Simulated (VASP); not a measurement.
## CdS: single point with PBE

Crystal: CdS.

```
Cd S
1.0
    -4.04049    4.04116    4.03385
     4.04194   -4.04528    4.03947
     4.04475    4.04958   -4.03797
Cd S
4 4
Direct
  0.32148 0.32111 0.32085
  0.00048 0.00038 0.67913
  0.99925 0.67853 0.99976
  0.67896 0.99999 0.00015
  0.67319 0.67301 0.67349
  0.99956 0.99968 0.32656
  0.00036 0.32695 0.00019
  0.32672 0.00035 0.99987
```

| Item | Value |
| --- | --- |
| Program | VASP 6.6.1 |
| Task | single point |
| Functional | PBE |
| Potentials or basis | VASP PAW PBE potentials, release 64 (Cd, S) |
| Cutoff | 520 eV |
| k mesh | 2 × 2 × 2 |
| Occupations | gaussian, width 0.1 eV |
| Spin | no spin polarisation |
| Dipole correction | no |
| Further INCAR settings | ALGO = Normal; EDIFF = 1e-07; NBANDS = 46 |

The pressure is 0.2 GPa, the largest force is 0.011 eV/Å and the band gap on the k mesh is 1.49 eV (least direct gap 1.51 eV).

Forces on the atoms (eV/Å):
```
Cd   0.005 -0.003 -0.007
Cd   0.000 -0.004 -0.004
Cd   0.002  0.003  0.006
Cd  -0.005  0.004  0.002
S    0.008  0.000  0.007
S   -0.004 -0.004  0.006
S   -0.007  0.008  0.000
S    0.001 -0.004 -0.010
```

Levels at points of the mesh, in eV from the valence-band top:
```tsv
k point	band 33	band 34	band 35	band 36	band 37	band 38	band 39	band 40
(0.00, 0.00, 0.00)	-0.83	-0.02	-0.02	-0.01	1.49	4.48	4.49	4.51
(0.50, 0.00, 0.00)	-0.85	-0.55	-0.31	-0.28	3.25	3.92	4.06	4.63
(0.00, 0.50, 0.00)	-0.86	-0.55	-0.30	-0.28	3.25	3.91	4.06	4.63
(0.50, 0.50, 0.00)	-0.85	-0.55	-0.31	-0.28	3.25	3.92	4.06	4.63
(0.00, 0.00, 0.50)	-0.85	-0.55	-0.31	-0.28	3.25	3.92	4.05	4.63
(0.50, 0.00, 0.50)	-0.86	-0.55	-0.30	-0.28	3.25	3.91	4.06	4.63
(0.00, 0.50, 0.50)	-0.86	-0.55	-0.30	-0.28	3.25	3.92	4.06	4.63
(0.50, 0.50, 0.50)	-1.37	0.00	0.00	0.00	3.56	3.57	3.58	4.34
```

Wall time 99 s on 1 thread of Intel(R) Xeon(R) Platinum 8488C (Sapphire Rapids) (shared host), peak memory 0.41 GiB.

Caveat: the k points lie up to 0.55 Å⁻¹ apart. A k mesh can miss the band edges.
